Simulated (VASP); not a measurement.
# ScH (I4/mmm) in VASP: single point with r2SCAN

Aim: the single point of ScH with r2SCAN.

All numbers are computed with VASP 6.6.1; they aren't measurements. Logs are shortened: lines on timing, memory, paths and dates and some standing lists are left out, and cuts for length are marked.

### Step 1. The cell of the first run

It takes space group I4/mmm (No. 139, tetragonal). The conventional cell has a = 3.093 Å, b = 3.093 Å, c = 4.946 Å, α = 90.00°, β = 90.00°, γ = 90.00°. Within 2.9 Å of Sc (site symmetry 4/mmm) lie 6 H at 2.19 to 2.47 Å. H (site symmetry 4/mmm) has 6 Sc at 2.19 to 2.47 Å within 2.9 Å.

### Step 2. Single point, r2SCAN

Input file POSCAR:

```
ScH
1.0
   -1.5463449709      1.5463449709      2.4729491376
    1.5463449709     -1.5463449709      2.4729491376
    1.5463449709      1.5463449709     -2.4729491376
Sc H
1 1
Direct
    0.0000000000      0.0000000000      0.0000000000
    0.5000000000      0.5000000000      0.0000000000
```

Input file INCAR.step1:

```
SYSTEM = ScH
PREC = Accurate ; ENCUT = 520
ISMEAR = 0 ; SIGMA = 0.1
LREAL = .FALSE. ; LASPH = .TRUE.
NELM = 80 ; NBANDS = 13
GGA = PE ; ALGO = Normal
EDIFF = 1E-4 ; LWAVE = .TRUE.
LCHARG = .FALSE.
```

Input file INCAR.step2:

```
SYSTEM = ScH
PREC = Accurate ; ENCUT = 520
EDIFF = 1E-6 ; ISMEAR = 0
SIGMA = 0.1 ; LREAL = .FALSE.
LASPH = .TRUE. ; NELM = 80
ALGO = Normal ; ISIF = 2
LWAVE = .FALSE. ; LCHARG = .TRUE.
METAGGA = R2SCAN ; LMIXTAU = .TRUE.
LELF = .TRUE. ; LVHAR = .TRUE.
NBANDS = 13 ; ISTART = 1
```

Input file KPOINTS:

```
Automatic mesh
0
G
  8 8 8
  0 0 0
```

Potentials or basis: VASP PAW PBE potentials, release 64 (Sc_sv, H).

Launch:

```
$ cat potpaw_PBE.64/Sc_sv/POTCAR potpaw_PBE.64/H/POTCAR > POTCAR
$ cp INCAR.step1 INCAR
$ mpirun -np 1 vasp_std > vasp.out
$ cp INCAR.step2 INCAR
$ mpirun -np 1 vasp_std > vasp.out
```

OUTCAR:

```text
SYSTEM = ScH
   PREC = Accurate
   ENCUT = 520
   EDIFF = 1E-6
   ISMEAR = 0
   LREAL = .FALSE.
   LASPH = .TRUE.
   NELM = 80
   ISIF = 2
   METAGGA = R2SCAN
   ISTART = 1

 ion  position               nearest neighbor table
   1  0.000  0.000  0.000-
   2  0.500  0.500  0.000-

  LATTYP: Found a body centered tetragonal cell.
 ALAT       =     3.0926899418
 C/A-ratio  =     1.5992221556

  Lattice vectors:

 A1 = (  -1.5463449709,   1.5463449709,   2.4729491376)
 A2 = (   1.5463449709,  -1.5463449709,   2.4729491376)
 A3 = (   1.5463449709,   1.5463449709,  -2.4729491376)

Analysis of symmetry for initial positions (statically):
=====================================================================
 Subroutine PRICEL returns:
 Original cell was already a primitive cell.

 Routine SETGRP: Setting up the symmetry group for a
 body centered tetragonal supercell.

 Subroutine GETGRP returns: Found 16 space group operations
 (whereof 16 operations were pure point group operations)
 out of a pool of 16 trial point group operations.

The static configuration has the point symmetry D_4h.

Analysis of symmetry for dynamics (positions and initial velocities):
=====================================================================
 Subroutine PRICEL returns:
 Original cell was already a primitive cell.

 Routine SETGRP: Setting up the symmetry group for a
 body centered tetragonal supercell.

 Subroutine GETGRP returns: Found 16 space group operations
 (whereof 16 operations were pure point group operations)
 out of a pool of 16 trial point group operations.

The dynamic configuration has the point symmetry D_4h.

 Subroutine INISYM returns: Found 16 space group operations
 (whereof 16 operations are pure point group operations),
 and found     1 'primitive' translations

----------------------------------------------------------------------------------------

                                     Primitive cell

  volume of cell :      23.6531

  direct lattice vectors                    reciprocal lattice vectors
    -1.546344971  1.546344971  2.472949138     0.000000000  0.323343115  0.202187741
     1.546344971 -1.546344971  2.472949138     0.323343115  0.000000000  0.202187741
     1.546344971  1.546344971 -2.472949138     0.323343115  0.323343115  0.000000000

  length of vectors
     3.301188116  3.301188116  3.301188116     0.381353711  0.381353711  0.457276219

  position of ions in fractional coordinates (direct lattice)
     0.000000000  0.000000000  0.000000000
     0.500000000  0.500000000  0.000000000

  ion indices of the primitive-cell ions
   primitive index   ion index
                 1           1
                 2           2

----------------------------------------------------------------------------------------

 KPOINTS: Automatic mesh

Automatic generation of k-mesh.
 Grid dimensions read from file:
 generate k-points for:    8    8    8

 Generating k-lattice:

  Cartesian coordinates                     Fractional coordinates (reciprocal lattice)
     0.000000000  0.040417889  0.025273468     0.125000000  0.000000000  0.000000000
     0.040417889  0.000000000  0.025273468     0.000000000  0.125000000  0.000000000
     0.040417889  0.040417889  0.000000000     0.000000000  0.000000000  0.125000000

  Length of vectors
     0.047669214  0.047669214  0.057159527

  Shift w.r.t. Gamma in fractional coordinates (k-lattice)
     0.000000000  0.000000000  0.000000000

 Subroutine IBZKPT returns following result:
 ===========================================

 Found     59 irreducible k-points:

 Following reciprocal coordinates:
            Coordinates               Weight
  0.000000  0.000000  0.000000      1.000000
  0.125000 -0.000000  0.000000      8.000000
  0.250000 -0.000000  0.000000      8.000000
  0.375000  0.000000  0.000000      8.000000
  0.500000 -0.000000  0.000000      4.000000
  0.125000  0.125000  0.000000      8.000000
[... 16 lines left out ...]
  0.250000  0.125000  0.125000     16.000000
  0.375000  0.125000  0.125000      8.000000
 [... further k-points ...]
   k-points           NKPTS =     59   k-points in BZ     NKDIM =     59   number of bands    NBANDS=     13
   number of dos      NEDOS =    301   number of ions     NIONS =      2
   total plane-waves  NPLWV =  21952
   dimension x,y,z NGX =    28 NGY =   28 NGZ =   28
   dimension x,y,z NGXF=    56 NGYF=   56 NGZF=   56
   ions per type =               1   1
   NGX,Y,Z   is equivalent  to a cutoff of  14.10, 14.10, 14.10 a.u.
   NGXF,Y,Z  is equivalent  to a cutoff of  28.20, 28.20, 28.20 a.u.
 SYSTEM =  ScH
   PREC   = accura    normal or accurate (medium, high low for compatibility)
   ISTART =      1    job   : 0-new  1-cont  2-samecut
   ICHARG =      0    charge: 1-file 2-atom 10-const
   ISPIN  =      1    spin polarized calculation?
   LNONCOLLINEAR =      F non collinear calculations
   LSORBIT =      F    spin-orbit coupling
   LASPH  =      T    aspherical Exc in radial PAW
   ENCUT  =  520.0 eV  38.22 Ry    6.18 a.u.   6.14  6.14  6.14*2*pi/ulx,y,z
   NELM   =     80;   NELMIN=  2; NELMDL=  0     # of ELM steps
   EDIFF  = 0.1E-05   stopping-criterion for ELM
   LREAL  =      F    real-space projection
   EDIFFG = 0.1E-04   stopping-criterion for IOM
   NSW    =      0    number of steps for IOM
   IBRION =     -1    ionic relax: 0-MD 1-quasi-New 2-CG
   NFREE  =      0    steps in history (QN), initial steepest desc. (CG)
   ISIF   =      2    stress and relaxation
   ISYM   =      2    0-nonsym 1-usesym 2-fastsym
   POTIM  = 0.5000    time-step for ionic-motion
   TEBEG  =    0.0;   TEEND  =   0.0 temperature during run
   PSTRESS=    0.0 pullay stress
   NELECT =      12.0000    total number of electrons
   NUPDOWN=      -1.0000    fix difference up-down
   EMIN   =  10.00;   EMAX   =-10.00  energy-range for DOS
   EFERMI =   0.00;   METHOD = LEGACY
   ISMEAR =     0;   SIGMA  =   0.10  broadening in eV -4-tet -1-fermi 0-gaus
   EFERMI_NEDOS =   21; number of points for ismear=-14 and -15
   IALGO  =     38    algorithm
   IMIX   =      4    mixing-type and parameters
     AMIX     =   0.40;   BMIX     =  1.00
     AMIX_MAG =   1.60;   BMIX_MAG =  1.00
  volume/ion in A,a.u.               =      11.83        79.81
  Fermi-wavevector in a.u.,A,eV,Ry     =   1.305688  2.467392 23.195484  1.704820
  Thomas-Fermi vector in A             =   2.436540
   LORBIT       =      0    0 simple, 1 ext, 2 COOP (PROOUT), +10 PAW based schemes
   METAGGA = R2SCAN    functional components
   LHFCALC =     F    Hartree Fock is set to
   AEXX    =    0.0000 exact exchange contribution
   IVDW    =     0    specifies the selected vdW correction
   LEPSILON=     F    determine dielectric tensor
   LRPA    =     F    only Hartree local field effects (RPA)
 non-spin polarized calculation
 Gauss-broadening in eV      SIGMA  =   0.10
  energy-cutoff  :      520.00
  volume of cell :       23.65
 maximum number of plane-waves:       648
 NGX is ok and might be reduce to    28
   NGX = 13   NGY = 13   NGZ = 13

 number of electron      12.0000002 magnetization

 Free energy of the ion-electron system (eV)
  ---------------------------------------------------
  ext. energy  EPLUGINS =         0.00000000
  ---------------------------------------------------
  free energy    TOTEN  =       -15.55701299 eV

  energy without entropy =      -15.55159406  energy(sigma->0) =      -15.55430353

 E-fermi :   4.9335     XC(G=0): -11.3261

 val. band max:        4.9324934577   @ k =  -0.2500  -0.2500   0.1250
 cond. band min:       4.9430460797   @ k =  -0.2500  -0.2500   0.2500
 fundamental gap:      0.0105526219
 Fermi energy:         4.9334516227

 k-point     1 :       0.0000    0.0000    0.0000
  band No.  band energies     occupation
      1     -46.5294      2.00000
      2     -23.9945      2.00000
      3     -23.9945      2.00000
      4     -23.9034      2.00000
      5      -4.0339      2.00000
      6       5.9481      0.00000
      7       6.9031      0.00000
      8       6.9031      0.00000
      9       7.2854      0.00000
     10       8.5591      0.00000
     11      13.6756      0.00000
     12      17.8546      0.00000
     13      18.1320      0.00000

 k-point     2 :       0.1250   -0.0000    0.0000
  band No.  band energies     occupation
      1     -46.5177      2.00000
      2     -24.0682      2.00000
      3     -23.9975      2.00000
      4     -23.9245      2.00000
      5      -3.6549      2.00000
      6       5.9261      0.00000
      7       6.5512      0.00000
      8       7.0513      0.00000
      9       7.3295      0.00000
     10       8.3354      0.00000
     11      12.5523      0.00000
     12      18.0961      0.00000
     13      18.7970      0.00000

 k-point     3 :       0.2500   -0.0000    0.0000
  band No.  band energies     occupation
      1     -46.4893      2.00000
      2     -24.2546      2.00000
      3     -24.0046      2.00000
      4     -23.9625      2.00000
      5      -2.6156      2.00000
      6       4.9809      0.50205
      7       6.1969      0.00000
      8       7.1343      0.00000
      9       7.8724      0.00000
     10       8.1922      0.00000
     11      11.1763      0.00000
     12      16.9088      0.00000
     13      20.0253      0.00000

 k-point     4 :       0.3750    0.0000    0.0000
  band No.  band energies     occupation
      1     -46.4608      2.00000
      2     -24.4385      2.00000
      3     -24.0116      2.00000
      4     -23.9968      2.00000
      5      -1.2065      2.00000
      6       3.4273      2.00000
      7       5.9141      0.00000
      8       6.7881      0.00000
      9       8.6391      0.00000
     10       8.7771      0.00000
     11      11.0241      0.00000
     12      14.3898      0.00000
     13      20.7319      0.00000

 k-point     5 :       0.5000   -0.0000    0.0000
  band No.  band energies     occupation
      1     -46.4489      2.00000
      2     -24.5133      2.00000
      3     -24.0145      2.00000
      4     -24.0107      2.00000
      5      -0.2669      2.00000
      6       2.4310      2.00000
      7       5.7620      0.00000
      8       6.6121      0.00000
      9       8.9060      0.00000
     10       9.2840      0.00000
     11      12.0517      0.00000
     12      12.3427      0.00000
     13      20.1732      0.00000
[... 257 lines left out ...]
 k-point    22 :       0.1250    0.1250    0.1250
  band No.  band energies     occupation
      1     -46.4634      2.00000
      2     -24.2796      2.00000
      3     -24.1581      2.00000
      4     -23.9734      2.00000
      5      -1.9598      2.00000
      6       5.1849      0.00038
      7       5.4703      0.00000
      8       7.0741      0.00000
      9       7.3120      0.00000
     10       8.8612      0.00000
     11      12.0059      0.00000
     12      16.4349      0.00000
     13      17.0498      0.00000

 k-point    23 :       0.2500    0.1250    0.1250
  band No.  band energies     occupation
      1     -46.4393      2.00000
      2     -24.3927      2.00000
      3     -24.1944      2.00000
      4     -24.0032      2.00000
      5      -1.1163      2.00000
      6       4.0465      2.00000
      7       5.4797      0.00000
      8       6.8710      0.00000
      9       8.2838      0.00000
     10       9.3796      0.00000
     11      11.9948      0.00000
     12      14.5222      0.00000
     13      16.5380      0.00000

 k-point    24 :       0.3750    0.1250    0.1250
  band No.  band energies     occupation
      1     -46.4292      2.00000
      2     -24.4480      2.00000
      3     -24.1968      2.00000
      4     -24.0188      2.00000
      5      -0.7022      2.00000
      6       3.4690      2.00000
      7       5.7223      0.00000
      8       6.7800      0.00000
      9       8.9681      0.00000
     10       9.3290      0.00000
     11      11.7972      0.00000
     12      13.6845      0.00000
     13      16.9744      0.00000

 [... further k-points ...]

------------------------ aborting loop because EDIFF is reached ----------------------------------------

  FORCE on cell =-STRESS in cart. coord.  units (eV):
  Direction    XX          YY          ZZ          XY          YZ          ZX
  --------------------------------------------------------------------------------------
  -------------------------------------------------------------------------------------
  Total        0.0860949      0.0860949      0.0337137      0.0000000      0.0000000     -0.0000000
  in kB        5.8317683      5.8317683      2.2836497      0.0000000      0.0000000     -0.0000000
  external PRESSURE =       4.6490621 kB  Pullay stress =       0.0000000 kB

 VOLUME and BASIS-vectors are now :
 -----------------------------------------------------------------------------
  energy-cutoff  :      520.00
  volume of cell :       23.65
      direct lattice vectors                 reciprocal lattice vectors
    -1.546344971  1.546344971  2.472949138     0.000000000  0.323343115  0.202187741
     1.546344971 -1.546344971  2.472949138     0.323343115  0.000000000  0.202187741
     1.546344971  1.546344971 -2.472949138     0.323343115  0.323343115  0.000000000

 POSITION                                       TOTAL-FORCE (eV/Angst)
 -----------------------------------------------------------------------------------
      0.00000      0.00000      0.00000         0.000000      0.000000      0.000000
      0.00000      0.00000      2.47295        -0.000000     -0.000000      0.000000
 -----------------------------------------------------------------------------------
    total drift:                                0.000000     -0.000000     -0.000000

  FREE ENERGIE OF THE ION-ELECTRON SYSTEM (eV)
  ---------------------------------------------------
  free  energy   TOTEN  =       -15.5570129879 eV

  energy  without entropy=      -15.5515940631  energy(sigma->0) =      -15.55430353
```

Run time: 84 s. Hardware: 1 thread of Intel Xeon Platinum 8124M at 3.00GHz (Skylake/Cascade Lake), shared host; peak memory 0.17 GiB.

What came out:

```
Free energy            : -15.5570 eV
Pressure               : 0.5 GPa
Band gap on the k mesh : zero (bands 6 and 7 overlap by 1.84 eV)
```

Stress tensor (GPa, compression positive):
```
0.58 0.00 0.00
0.00 0.58 0.00
0.00 0.00 0.23
```

Caveat: the PAW data sets were made with another functional, which shifts forces and pressure a little.
